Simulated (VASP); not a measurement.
# Sb (Fm-3m) in VASP: single point with r2SCAN

Aim: the single point of Sb with r2SCAN.

All numbers are computed with VASP 6.6.1; they aren't measurements. Logs are shortened: lines on timing, memory, paths and dates and some standing lists are left out, and cuts for length are marked.

## Step 1: The cell of the first run

Symmetry: Fm-3m, No. 225, cubic system. The conventional cell has a = 5.016 Å, b = 5.016 Å, c = 5.016 Å, α = 90.00°, β = 90.00°, γ = 90.00°. Within 4.7 Å of Sb (site symmetry m-3m) lie 12 Sb at 3.55 Å.

## Step 2: Single point, r2SCAN

Contents of POSCAR:

```
Sb
1.0
    3.3441248828      0.8360312207      0.8360312207
    0.8360312207      3.3441248828      0.8360312207
    0.8360312207      0.8360312207      3.3441248828
Sb
1
Direct
    0.0000000000      0.0000000000      0.0000000000
```

Contents of INCAR.step1:

```
SYSTEM = Sb
PREC     = Accurate       ! precision mode
ENCUT    = 550            ! plane-wave cutoff, eV
ISMEAR   = 0              ! smearing method
SIGMA    = 0.15           ! smearing width, eV
LREAL    = .False.        ! projectors in reciprocal space
LASPH    = .True.         ! aspherical terms in the spheres
NELM     = 120            ! most SCF steps
NBANDS   = 8              ! bands
GGA      = PE             ! functional
ALGO     = Normal         ! electronic algorithm
EDIFF    = 1E-5           ! SCF threshold, eV
LWAVE    = .True.         ! write WAVECAR
LCHARG   = .False.        ! write CHGCAR
GGA_COMPAT= .False.
```

Contents of INCAR.step2:

```
SYSTEM = Sb
PREC     = Accurate       ! precision mode
ENCUT    = 550            ! plane-wave cutoff, eV
EDIFF    = 1E-6           ! SCF threshold, eV
ISMEAR   = 0              ! smearing method
SIGMA    = 0.15           ! smearing width, eV
LREAL    = .False.        ! projectors in reciprocal space
LASPH    = .True.         ! aspherical terms in the spheres
NELM     = 120            ! most SCF steps
ALGO     = Normal         ! electronic algorithm
ISIF     = 2              ! what is computed and relaxed
LWAVE    = .False.        ! write WAVECAR
LCHARG   = .True.         ! write CHGCAR
METAGGA  = R2SCAN         ! meta-GGA
LMIXTAU  = .True.       
LELF     = .True.         ! ELF
LVHAR    = .True.       
NBANDS   = 8              ! bands
ISTART   = 1            
GGA_COMPAT= .False.
```

Contents of KPOINTS:

```
Automatic mesh
0
Gamma
  16 16 16
  0 0 0
```

Potentials or basis: VASP PAW PBE potentials, release 64 (Sb).

Run with:

```sh
cat potpaw_PBE.64/Sb/POTCAR > POTCAR
cp INCAR.step1 INCAR
mpirun -np 1 vasp_std > vasp.out
cp INCAR.step2 INCAR
mpirun -np 1 vasp_std > vasp.out
```

OUTCAR:

```text
SYSTEM = Sb
   PREC = Accurate
   ENCUT = 550
   EDIFF = 1E-6
   ISMEAR = 0
   LREAL = .False.
   LASPH = .True.
   NELM = 120
   ISIF = 2
   METAGGA = R2SCAN
   ISTART = 1

 ion  position               nearest neighbor table
   1  0.000  0.000  0.000-

  LATTYP: Found a face centered cubic cell.
 ALAT       =     5.0161873242

  Lattice vectors:

 A1 = (   3.3441248828,   0.8360312207,   0.8360312207)
 A2 = (   0.8360312207,   3.3441248828,   0.8360312207)
 A3 = (   0.8360312207,   0.8360312207,   3.3441248828)

Analysis of symmetry for initial positions (statically):
=====================================================================
 Subroutine PRICEL returns:
 Original cell was already a primitive cell.

 Routine SETGRP: Setting up the symmetry group for a
 face centered cubic supercell.

 Subroutine GETGRP returns: Found 48 space group operations
 (whereof 48 operations were pure point group operations)
 out of a pool of 48 trial point group operations.

The static configuration has the point symmetry O_h .

Analysis of symmetry for dynamics (positions and initial velocities):
=====================================================================
 Subroutine PRICEL returns:
 Original cell was already a primitive cell.

 Routine SETGRP: Setting up the symmetry group for a
 face centered cubic supercell.

 Subroutine GETGRP returns: Found 48 space group operations
 (whereof 48 operations were pure point group operations)
 out of a pool of 48 trial point group operations.

The dynamic configuration has the point symmetry O_h .

 Subroutine INISYM returns: Found 48 space group operations
 (whereof 48 operations are pure point group operations),
 and found     1 'primitive' translations

----------------------------------------------------------------------------------------

                                     Primitive cell

  volume of cell :      31.5545

  direct lattice vectors                    reciprocal lattice vectors
     3.344124883  0.836031221  0.836031221     0.332257661 -0.066451532 -0.066451532
     0.836031221  3.344124883  0.836031221    -0.066451532  0.332257661 -0.066451532
     0.836031221  0.836031221  3.344124883    -0.066451532 -0.066451532  0.332257661

  length of vectors
     3.546980073  3.546980073  3.546980073     0.345292290  0.345292290  0.345292290

  position of ions in fractional coordinates (direct lattice)
     0.000000000  0.000000000  0.000000000

  ion indices of the primitive-cell ions
   primitive index   ion index
                 1           1

----------------------------------------------------------------------------------------

 KPOINTS: Automatic mesh

Automatic generation of k-mesh.
 Grid dimensions read from file:
 generate k-points for:   16   16   16

 Generating k-lattice:

  Cartesian coordinates                     Fractional coordinates (reciprocal lattice)
     0.020766104 -0.004153221 -0.004153221     0.062500000  0.000000000  0.000000000
    -0.004153221  0.020766104 -0.004153221     0.000000000  0.062500000  0.000000000
    -0.004153221 -0.004153221  0.020766104     0.000000000  0.000000000  0.062500000

  Length of vectors
     0.021580768  0.021580768  0.021580768

  Shift w.r.t. Gamma in fractional coordinates (k-lattice)
     0.000000000  0.000000000  0.000000000

 Subroutine IBZKPT returns following result:
 ===========================================

 Found    145 irreducible k-points:

 Following reciprocal coordinates:
            Coordinates               Weight
  0.000000  0.000000  0.000000      1.000000
  0.062500 -0.000000 -0.000000      8.000000
  0.125000 -0.000000 -0.000000      8.000000
  0.187500 -0.000000  0.000000      8.000000
  0.250000 -0.000000 -0.000000      8.000000
  0.312500  0.000000  0.000000      8.000000
[... 16 lines left out ...]
 -0.125000  0.062500 -0.000000     24.000000
 -0.062500  0.062500  0.000000     12.000000
 [... further k-points ...]
   k-points           NKPTS =    145   k-points in BZ     NKDIM =    145   number of bands    NBANDS=      8
   number of dos      NEDOS =    301   number of ions     NIONS =      1
   total plane-waves  NPLWV =  21952
   dimension x,y,z NGX =    28 NGY =   28 NGZ =   28
   dimension x,y,z NGXF=    56 NGYF=   56 NGZF=   56
   ions per type =               1
   NGX,Y,Z   is equivalent  to a cutoff of  13.12, 13.12, 13.12 a.u.
   NGXF,Y,Z  is equivalent  to a cutoff of  26.25, 26.25, 26.25 a.u.
 SYSTEM =  Sb
   PREC   = accura    normal or accurate (medium, high low for compatibility)
   ISTART =      1    job   : 0-new  1-cont  2-samecut
   ICHARG =      0    charge: 1-file 2-atom 10-const
   ISPIN  =      1    spin polarized calculation?
   LNONCOLLINEAR =      F non collinear calculations
   LSORBIT =      F    spin-orbit coupling
   LASPH  =      T    aspherical Exc in radial PAW
   ENCUT  =  550.0 eV  40.42 Ry    6.36 a.u.   6.78  6.78  6.78*2*pi/ulx,y,z
   NELM   =    120;   NELMIN=  2; NELMDL=  0     # of ELM steps
   EDIFF  = 0.1E-05   stopping-criterion for ELM
   LREAL  =      F    real-space projection
   EDIFFG = 0.1E-04   stopping-criterion for IOM
   NSW    =      0    number of steps for IOM
   IBRION =     -1    ionic relax: 0-MD 1-quasi-New 2-CG
   NFREE  =      0    steps in history (QN), initial steepest desc. (CG)
   ISIF   =      2    stress and relaxation
   ISYM   =      2    0-nonsym 1-usesym 2-fastsym
   POTIM  = 0.5000    time-step for ionic-motion
   TEBEG  =    0.0;   TEEND  =   0.0 temperature during run
   PSTRESS=    0.0 pullay stress
   NELECT =       5.0000    total number of electrons
   NUPDOWN=      -1.0000    fix difference up-down
   EMIN   =  10.00;   EMAX   =-10.00  energy-range for DOS
   EFERMI =   0.00;   METHOD = LEGACY
   ISMEAR =     0;   SIGMA  =   0.15  broadening in eV -4-tet -1-fermi 0-gaus
   EFERMI_NEDOS =   21; number of points for ismear=-14 and -15
   IALGO  =     38    algorithm
   IMIX   =      4    mixing-type and parameters
     AMIX     =   0.40;   BMIX     =  1.00
     AMIX_MAG =   1.60;   BMIX_MAG =  1.00
  volume/ion in A,a.u.               =      31.55       212.94
  Fermi-wavevector in a.u.,A,eV,Ry     =   0.885886  1.674081 10.677766  0.784794
  Thomas-Fermi vector in A             =   2.006979
   LORBIT       =      0    0 simple, 1 ext, 2 COOP (PROOUT), +10 PAW based schemes
   METAGGA = R2SCAN    functional components
   LHFCALC =     F    Hartree Fock is set to
   AEXX    =    0.0000 exact exchange contribution
   IVDW    =     0    specifies the selected vdW correction
   LEPSILON=     F    determine dielectric tensor
   LRPA    =     F    only Hartree local field effects (RPA)
 non-spin polarized calculation
 Gauss-broadening in eV      SIGMA  =   0.15
  energy-cutoff  :      550.00
  volume of cell :       31.55
 maximum number of plane-waves:       941
   NGX = 13   NGY = 13   NGZ = 13

 number of electron       5.0000000 magnetization

 Free energy of the ion-electron system (eV)
  ---------------------------------------------------
  ext. energy  EPLUGINS =         0.00000000
  ---------------------------------------------------
  free energy    TOTEN  =       -25.12787509 eV

  energy without entropy =      -25.11749750  energy(sigma->0) =      -25.12268630

 E-fermi :   6.5134     XC(G=0): -10.0798

 val. band max:        6.5052506796   @ k =   0.5000   0.4375   0.0625
 cond. band min:       6.5265126587   @ k =  -0.4375   0.1875  -0.0000
 fundamental gap:      0.0212619791
 Fermi energy:         6.5134385243

 k-point     1 :       0.0000    0.0000    0.0000
  band No.  band energies     occupation
      1      -5.8590      2.00000
      2      10.9977      0.00000
      3      10.9977      0.00000
      4      10.9977      0.00000
      5      16.4514      0.00000
      6      16.4514      0.00000
      7      16.4514      0.00000
      8      17.6341      0.00000

 k-point     2 :       0.0625   -0.0000   -0.0000
  band No.  band energies     occupation
      1      -5.7892      2.00000
      2      10.3816      0.00000
      3      10.9169      0.00000
      4      10.9169      0.00000
      5      15.9855      0.00000
      6      16.5935      0.00000
      7      16.5935      0.00000
      8      17.9599      0.00000

 k-point     3 :       0.1250   -0.0000   -0.0000
  band No.  band energies     occupation
      1      -5.5807      2.00000
      2       8.9784      0.00000
      3      10.7063      0.00000
      4      10.7063      0.00000
      5      15.4461      0.00000
      6      16.9327      0.00000
      7      16.9327      0.00000
      8      18.7381      0.00000

 k-point     4 :       0.1875   -0.0000    0.0000
  band No.  band energies     occupation
      1      -5.2375      2.00000
      2       7.3307      0.00000
      3      10.4319      0.00000
      4      10.4319      0.00000
      5      15.0318      0.00000
      6      17.1273      0.00000
      7      17.1273      0.00000
      8      19.0556      0.00000

 k-point     5 :       0.2500   -0.0000   -0.0000
  band No.  band energies     occupation
      1      -4.7683      2.00000
      2       5.6815      2.00000
      3      10.1529      0.00000
      4      10.1529      0.00000
      5      14.7336      0.00000
      6      16.8458      0.00000
      7      16.8458      0.00000
      8      18.6684      0.00000
[... 177 lines left out ...]
 k-point    22 :      -0.1875    0.0625    0.0000
  band No.  band energies     occupation
      1      -5.0337      2.00000
      2       6.7916      0.00874
      3       9.4907      0.00000
      4      10.6560      0.00000
      5      15.2429      0.00000
      6      16.8683      0.00000
      7      17.0474      0.00000
      8      18.3945      0.00000

 k-point    23 :      -0.1250    0.0625   -0.0000
  band No.  band energies     occupation
      1      -5.4195      2.00000
      2       8.4064      0.00000
      3       9.8507      0.00000
      4      10.8921      0.00000
      5      15.4858      0.00000
      6      16.8335      0.00000
      7      17.1383      0.00000
      8      18.4700      0.00000

 k-point    24 :      -0.0625    0.0625    0.0000
  band No.  band energies     occupation
      1      -5.6731      2.00000
      2       9.7574      0.00000
      3      10.3411      0.00000
      4      10.9938      0.00000
      5      15.7146      0.00000
      6      16.6016      0.00000
      7      16.8833      0.00000
      8      18.5356      0.00000

 [... further k-points ...]
[... 5 lines left out ...]
  --------------------------------------------------------------------------------------
  -------------------------------------------------------------------------------------
  Total       -1.2791890     -1.2791890     -1.2791890      0.0000000      0.0000000      0.0000000
  in kB      -64.9507328    -64.9507328    -64.9507328      0.0000000      0.0000000      0.0000000
  external PRESSURE =     -64.9507328 kB  Pullay stress =       0.0000000 kB

 VOLUME and BASIS-vectors are now :
 -----------------------------------------------------------------------------
  energy-cutoff  :      550.00
  volume of cell :       31.55
      direct lattice vectors                 reciprocal lattice vectors
     3.344124883  0.836031221  0.836031221     0.332257661 -0.066451532 -0.066451532
     0.836031221  3.344124883  0.836031221    -0.066451532  0.332257661 -0.066451532
     0.836031221  0.836031221  3.344124883    -0.066451532 -0.066451532  0.332257661

 POSITION                                       TOTAL-FORCE (eV/Angst)
 -----------------------------------------------------------------------------------
      0.00000      0.00000      0.00000         0.000000      0.000000     -0.000000
 -----------------------------------------------------------------------------------
    total drift:                                0.000000      0.000000      0.000000

  FREE ENERGIE OF THE ION-ELECTRON SYSTEM (eV)
  ---------------------------------------------------
  free  energy   TOTEN  =       -25.1278750941 eV

  energy  without entropy=      -25.1174975032  energy(sigma->0) =      -25.12268630
```

Wall time 69 s (1 thread of Intel Xeon 6975P-C (Granite Rapids), shared host); peak memory 0.18 GiB.

Results:

```yaml
Free_energy: -25.1279 eV
Pressure: -6.5 GPa
```

Caveat: the PAW data sets were made with another functional, which shifts forces and pressure a little; spin-orbit coupling is left out, which moves the levels of the heavy elements.
